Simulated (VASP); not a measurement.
# Li2Se (Fm-3m) in VASP: single point with PBE0

Aim: the single point of Li2Se with PBE0.

All numbers are computed with VASP 6.6.1; they aren't measurements. Logs are shortened: lines on timing, memory, paths and dates and some standing lists are left out, and cuts for length are marked.

### 1 The cell of the first run

Symmetry: Fm-3m, No. 225, cubic system. Conventional cell: a = 5.987 Å, b = 5.987 Å, c = 5.987 Å, α = 90.00°, β = 90.00°, γ = 90.00°. Li (site symmetry -43m) has 4 Se at 2.59 Å and 6 Li at 2.99 Å within 3.4 Å. Se (site symmetry m-3m) has 8 Li at 2.59 Å within 3.4 Å.

### 2 Single point, PBE0

POSCAR reads:

```
Li2Se
1.0
    0.0000000000      2.9935010607      2.9935010607
    2.9935010607      0.0000000000      2.9935010607
    2.9935010607      2.9935010607      0.0000000000
Li Se
2 1
Direct
    0.7500000000      0.7500000000      0.7500000000
    0.2500000000      0.2500000000      0.2500000000
    0.0000000000      0.0000000000      0.0000000000
```

INCAR.step1 reads:

```
SYSTEM = Li2Se
  PREC = Accurate
  ENCUT = 650
  EDIFF = 1E-5
  ISMEAR = 0
  SIGMA = 0.01
  LREAL = .FALSE.
  LASPH = .TRUE.
  NELM = 120
  ALGO = Normal
  ISIF = 2
  LWAVE = .TRUE.
  LCHARG = .FALSE.
  NBANDS = 13
  GGA = PE
  GGA_COMPAT = .FALSE.
```

INCAR.step2 reads:

```
SYSTEM = Li2Se
  PREC = Accurate
  ENCUT = 650
  EDIFF = 1E-6
  ISMEAR = 0
  SIGMA = 0.01
  LREAL = .FALSE.
  LASPH = .TRUE.
  NELM = 120
  ALGO = Normal
  ISIF = 2
  LWAVE = .FALSE.
  LCHARG = .FALSE.
  GGA = PE
  LHFCALC = .TRUE.
  AEXX = 0.25
  PRECFOCK = Normal
  NBANDS = 13
  ISTART = 1
  GGA_COMPAT = .FALSE.
```

KPOINTS reads:

```
regular mesh
0
G
  6 6 6
  0 0 0
```

Potentials or basis: VASP PAW PBE potentials, release 64 (Li_sv, Se).

The run is started by

```sh
$ cat potpaw_PBE.64/Li_sv/POTCAR potpaw_PBE.64/Se/POTCAR > POTCAR
$ cp INCAR.step1 INCAR
$ mpirun -np 1 vasp_std > vasp.out
$ cp INCAR.step2 INCAR
$ mpirun -np 1 vasp_std > vasp.out
```

OUTCAR:

```text
SYSTEM = Li2Se
   PREC = Accurate
   ENCUT = 650
   EDIFF = 1E-6
   ISMEAR = 0
   LREAL = .FALSE.
   LASPH = .TRUE.
   NELM = 120
   ISIF = 2
   GGA = PE
   LHFCALC = .TRUE.
   AEXX = 0.25
   PRECFOCK = Normal
   ISTART = 1

 ion  position               nearest neighbor table
   1  0.750  0.750  0.750-   3 2.59   3 2.59   3 2.59   3 2.59
   2  0.250  0.250  0.250-   3 2.59   3 2.59   3 2.59   3 2.59
   3  0.000  0.000  0.000-   1 2.59   1 2.59   1 2.59   1 2.59   2 2.59   2 2.59   2 2.59   2 2.59

  LATTYP: Found a face centered cubic cell.
 ALAT       =     5.9870021214

  Lattice vectors:

 A1 = (   0.0000000000,   2.9935010607,   2.9935010607)
 A2 = (   2.9935010607,   0.0000000000,   2.9935010607)
 A3 = (   2.9935010607,   2.9935010607,   0.0000000000)

Analysis of symmetry for initial positions (statically):
=====================================================================
 Subroutine PRICEL returns:
 Original cell was already a primitive cell.

 Routine SETGRP: Setting up the symmetry group for a
 face centered cubic supercell.

 Subroutine GETGRP returns: Found 48 space group operations
 (whereof 48 operations were pure point group operations)
 out of a pool of 48 trial point group operations.

The static configuration has the point symmetry O_h .

Analysis of symmetry for dynamics (positions and initial velocities):
=====================================================================
 Subroutine PRICEL returns:
 Original cell was already a primitive cell.

 Routine SETGRP: Setting up the symmetry group for a
 face centered cubic supercell.

 Subroutine GETGRP returns: Found 48 space group operations
 (whereof 48 operations were pure point group operations)
 out of a pool of 48 trial point group operations.

The dynamic configuration has the point symmetry O_h .

 Subroutine INISYM returns: Found 48 space group operations
 (whereof 48 operations are pure point group operations),
 and found     1 'primitive' translations

----------------------------------------------------------------------------------------

                                     Primitive cell

  volume of cell :      53.6498

  direct lattice vectors                    reciprocal lattice vectors
     0.000000000  2.993501061  2.993501061    -0.167028503  0.167028503  0.167028503
     2.993501061  0.000000000  2.993501061     0.167028503 -0.167028503  0.167028503
     2.993501061  2.993501061  0.000000000     0.167028503  0.167028503 -0.167028503

  length of vectors
     4.233449799  4.233449799  4.233449799     0.289301853  0.289301853  0.289301853

  position of ions in fractional coordinates (direct lattice)
     0.750000000  0.750000000  0.750000000
     0.250000000  0.250000000  0.250000000
     0.000000000  0.000000000  0.000000000

  ion indices of the primitive-cell ions
   primitive index   ion index
                 1           1
                 2           2
                 3           3

----------------------------------------------------------------------------------------

 KPOINTS: regular mesh

Automatic generation of k-mesh.
 Grid dimensions read from file:
 generate k-points for:    6    6    6

 Generating k-lattice:

  Cartesian coordinates                     Fractional coordinates (reciprocal lattice)
    -0.027838084  0.027838084  0.027838084     0.166666667  0.000000000  0.000000000
     0.027838084 -0.027838084  0.027838084     0.000000000  0.166666667  0.000000000
     0.027838084  0.027838084 -0.027838084     0.000000000  0.000000000  0.166666667

  Length of vectors
     0.048216975  0.048216975  0.048216975

  Shift w.r.t. Gamma in fractional coordinates (k-lattice)
     0.000000000  0.000000000  0.000000000

 Subroutine IBZKPT returns following result:
 ===========================================

 Found     16 irreducible k-points:

 Following reciprocal coordinates:
            Coordinates               Weight
  0.000000  0.000000  0.000000      1.000000
  0.166667  0.000000  0.000000      8.000000
  0.333333  0.000000  0.000000      8.000000
  0.500000  0.000000  0.000000      4.000000
  0.166667  0.166667  0.000000      6.000000
  0.333333  0.166667  0.000000     24.000000
[... 8 lines left out ...]
 -0.333333  0.333333  0.166667     24.000000
 -0.333333  0.500000  0.166667     12.000000
   k-points           NKPTS =     16   k-points in BZ     NKDIM =    216   number of bands    NBANDS=     13
   number of dos      NEDOS =    301   number of ions     NIONS =      3
   total plane-waves  NPLWV =  46656
   dimension x,y,z NGX =    36 NGY =   36 NGZ =   36
   dimension x,y,z NGXF=    72 NGYF=   72 NGZF=   72
   ions per type =               2   1
   NGX,Y,Z   is equivalent  to a cutoff of  14.14, 14.14, 14.14 a.u.
   NGXF,Y,Z  is equivalent  to a cutoff of  28.27, 28.27, 28.27 a.u.
 SYSTEM =  Li2Se
   PREC   = accura    normal or accurate (medium, high low for compatibility)
   ISTART =      1    job   : 0-new  1-cont  2-samecut
   ICHARG =      0    charge: 1-file 2-atom 10-const
   ISPIN  =      1    spin polarized calculation?
   LNONCOLLINEAR =      F non collinear calculations
   LSORBIT =      F    spin-orbit coupling
   LASPH  =      T    aspherical Exc in radial PAW
   ENCUT  =  650.0 eV  47.77 Ry    6.91 a.u.   8.80  8.80  8.80*2*pi/ulx,y,z
   NELM   =    120;   NELMIN=  2; NELMDL=  0     # of ELM steps
   EDIFF  = 0.1E-05   stopping-criterion for ELM
   LREAL  =      F    real-space projection
   EDIFFG = 0.1E-04   stopping-criterion for IOM
   NSW    =      0    number of steps for IOM
   IBRION =     -1    ionic relax: 0-MD 1-quasi-New 2-CG
   NFREE  =      0    steps in history (QN), initial steepest desc. (CG)
   ISIF   =      2    stress and relaxation
   ISYM   =      3    0-nonsym 1-usesym 2-fastsym
   POTIM  = 0.5000    time-step for ionic-motion
   TEBEG  =    0.0;   TEEND  =   0.0 temperature during run
   PSTRESS=    0.0 pullay stress
   NELECT =      12.0000    total number of electrons
   NUPDOWN=      -1.0000    fix difference up-down
   EMIN   =  10.00;   EMAX   =-10.00  energy-range for DOS
   EFERMI =   0.00;   METHOD = LEGACY
   ISMEAR =     0;   SIGMA  =   0.01  broadening in eV -4-tet -1-fermi 0-gaus
   EFERMI_NEDOS =   21; number of points for ismear=-14 and -15
   IALGO  =     38    algorithm
   IMIX   =      1    mixing-type and parameters
     AMIX     =   0.40;   BMIX     =  1.00
     AMIX_MAG =   1.60;   BMIX_MAG =  1.00
  volume/ion in A,a.u.               =      17.88       120.68
  Fermi-wavevector in a.u.,A,eV,Ry     =   0.993755  1.877924 13.436410  0.987548
  Thomas-Fermi vector in A             =   2.125658
   LORBIT       =      0    0 simple, 1 ext, 2 COOP (PROOUT), +10 PAW based schemes
   GGA     = PE    functional components
   LHFCALC =     T    Hartree Fock is set to
   PRECFOCK=normal    Normal, Fast or Accurate (Low or Medium for compatibility)
   ENCUT4O =  -1.0   cutoff for four orbital integrals eV
   NKREDX  =     1    reduce k-point grid by
   NKREDY  =     1    reduce k-point grid by
   NKREDZ  =     1    reduce k-point grid by
   AEXX    =    0.2500 exact exchange contribution
   HFSCREEN=    0.0000 screening length (either q_TF or 0.3 A-1)
   HFSCREENC=   0.0000 screening length for correlation (either q_TF or 0.3 A-1)
   ENCUTFOCK=  -1.0 apply spherical cutoff to Coloumb kernel
   IVDW    =     0    specifies the selected vdW correction
   LEPSILON=     F    determine dielectric tensor
   LRPA    =     F    only Hartree local field effects (RPA)
 non-spin polarized calculation
 Gauss-broadening in eV      SIGMA  =   0.01
  energy-cutoff  :      650.00
  volume of cell :       53.65
 maximum number of plane-waves:      2044
  NGX = 28; NGY = 28; NGZ = 28

 number of electron      11.9999994 magnetization

 Free energy of the ion-electron system (eV)
  ---------------------------------------------------
  ext. energy  EPLUGINS =         0.00000000
  ---------------------------------------------------
  free energy    TOTEN  =       -13.44829720 eV

  energy without entropy =      -13.44829720  energy(sigma->0) =      -13.44829720

 E-fermi :   0.2226     XC(G=0):  -6.5646

 val. band max:        0.0277054460   @ k =   0.0000   0.0000   0.0000
 cond. band min:       4.5316888753   @ k =   0.5000   0.5000   0.0000
 fundamental gap:      4.5039834293
 Fermi energy:         0.2226460887

 k-point     1 :       0.0000    0.0000    0.0000
  band No.  band energies     occupation
      1     -47.7846      2.00000
      2     -47.7585      2.00000
      3     -12.5226      2.00000
      4       0.0277      2.00000
      5       0.0277      2.00000
      6       0.0277      2.00000
      7       5.0888      0.00000
      8       7.4279      0.00000
      9       7.4279      0.00000
     10       7.4279      0.00000
     11      12.5663      0.00000
     12      12.5663      0.00000
     13      12.9300      0.00000

 k-point     2 :       0.1667    0.0000    0.0000
  band No.  band energies     occupation
      1     -47.7827      2.00000
      2     -47.7603      2.00000
      3     -12.4227      2.00000
      4      -1.0831      2.00000
      5      -0.1396      2.00000
      6      -0.1396      2.00000
      7       5.8582      0.00000
      8       7.8128      0.00000
      9       7.8128      0.00000
     10       8.0997      0.00000
     11      11.0436      0.00000
     12      11.0436      0.00000
     13      13.1091      0.00000

 k-point     3 :       0.3333    0.0000    0.0000
  band No.  band energies     occupation
      1     -47.7777      2.00000
      2     -47.7647      2.00000
      3     -12.2051      2.00000
      4      -2.6122      2.00000
      5      -0.4286      2.00000
      6      -0.4286      2.00000
      7       6.6376      0.00000
      8       7.9369      0.00000
      9       7.9369      0.00000
     10       9.3435      0.00000
     11      11.5809      0.00000
     12      11.5809      0.00000
     13      13.8534      0.00000

 k-point     4 :       0.5000    0.0000    0.0000
  band No.  band energies     occupation
      1     -47.7713      2.00000
      2     -47.7709      2.00000
      3     -12.0856      2.00000
      4      -3.2297      2.00000
      5      -0.5552      2.00000
      6      -0.5552      2.00000
      7       6.9338      0.00000
      8       7.7449      0.00000
      9       7.7449      0.00000
     10       9.8042      0.00000
     11      13.6604      0.00000
     12      13.6604      0.00000
     13      14.6930      0.00000

 k-point     5 :       0.1667    0.1667    0.0000
  band No.  band energies     occupation
      1     -47.7823      2.00000
      2     -47.7606      2.00000
      3     -12.3900      2.00000
      4      -0.9051      2.00000
      5      -0.4701      2.00000
      6      -0.4701      2.00000
      7       6.0288      0.00000
      8       7.5648      0.00000
      9       8.3565      0.00000
     10       8.3565      0.00000
     11       9.8578      0.00000
     12      13.0251      0.00000
     13      13.8197      0.00000
[... 129 lines left out ...]
 k-point    14 :       0.5000    0.3333    0.1667
  band No.  band energies     occupation
      1     -47.7754      2.00000
      2     -47.7666      2.00000
      3     -12.0608      2.00000
      4      -2.4653      2.00000
      5      -1.5654      2.00000
      6      -1.0067      2.00000
      7       6.5296      0.00000
      8       8.2352      0.00000
      9       8.7748      0.00000
     10      10.6534      0.00000
     11      11.1709      0.00000
     12      13.4224      0.00000
     13      15.5414      0.00000

 k-point    15 :      -0.3333    0.3333    0.1667
  band No.  band energies     occupation
      1     -47.7709      2.00000
      2     -47.7708      2.00000
      3     -11.9806      2.00000
      4      -2.6464      2.00000
      5      -1.7835      2.00000
      6      -1.2958      2.00000
      7       6.9317      0.00000
      8       7.8980      0.00000
      9      10.2027      0.00000
     10      10.7244      0.00000
     11      10.8751      0.00000
     12      12.9838      0.00000
     13      14.7773      0.00000

 k-point    16 :      -0.3333    0.5000    0.1667
  band No.  band energies     occupation
      1     -47.7731      2.00000
      2     -47.7686      2.00000
      3     -11.9463      2.00000
      4      -2.3363      2.00000
      5      -1.8494      2.00000
      6      -1.8169      2.00000
      7       5.8854      0.00000
      8       8.9235      0.00000
      9       9.5010      0.00000
     10      11.2970      0.00000
     11      12.8308      0.00000
     12      13.7448      0.00000
     13      14.1244      0.00000

------------------------ aborting loop because EDIFF is reached ----------------------------------------

  FORCE on cell =-STRESS in cart. coord.  units (eV):
  Direction    XX          YY          ZZ          XY          YZ          ZX
  --------------------------------------------------------------------------------------
  -------------------------------------------------------------------------------------
  Total       -0.1847476     -0.1847476     -0.1847476      0.0000000      0.0000000      0.0000000
  in kB       -5.5172298     -5.5172298     -5.5172298      0.0000000      0.0000000      0.0000000
  external PRESSURE =      -5.5172298 kB  Pullay stress =       0.0000000 kB

 VOLUME and BASIS-vectors are now :
 -----------------------------------------------------------------------------
  energy-cutoff  :      650.00
  volume of cell :       53.65
      direct lattice vectors                 reciprocal lattice vectors
     0.000000000  2.993501061  2.993501061    -0.167028503  0.167028503  0.167028503
     2.993501061  0.000000000  2.993501061     0.167028503 -0.167028503  0.167028503
     2.993501061  2.993501061  0.000000000     0.167028503  0.167028503 -0.167028503

 POSITION                                       TOTAL-FORCE (eV/Angst)
 -----------------------------------------------------------------------------------
      4.49025      4.49025      4.49025         0.000000      0.000000      0.000000
      1.49675      1.49675      1.49675        -0.000000     -0.000000      0.000000
      0.00000      0.00000      0.00000         0.000000     -0.000000     -0.000000
 -----------------------------------------------------------------------------------
    total drift:                               -0.000000     -0.000000     -0.000000

  FREE ENERGIE OF THE ION-ELECTRON SYSTEM (eV)
  ---------------------------------------------------
  free  energy   TOTEN  =       -13.4482972041 eV

  energy  without entropy=      -13.4482972041  energy(sigma->0) =      -13.44829720
```

Wall time 32 min (1 thread of AMD EPYC 7R43 (Zen 3), shared host); peak memory 0.2 GiB.

What came out:

| Item | Value |
| --- | --- |
| Free energy | -13.4483 eV |
| Pressure | -0.6 GPa |
| Band gap on the k mesh | 4.50 eV (least direct gap 5.06 eV) |

Levels at points of the mesh, in eV from the valence-band top:
| k point | band 4 | band 5 | band 6 | band 7 | band 8 | band 9 |
| --- | --- | --- | --- | --- | --- | --- |
| (0.00, 0.00, 0.00) | 0.00 | 0.00 | 0.00 | 5.06 | 7.40 | 7.40 |
| (0.50, 0.00, 0.00) | -3.26 | -0.58 | -0.58 | 6.91 | 7.72 | 7.72 |
| (0.50, 0.50, 0.00) | -2.58 | -1.59 | -1.59 | 4.50 | 7.95 | 12.43 |

Caveat: the PAW data sets were made with another functional, which shifts forces and pressure a little.
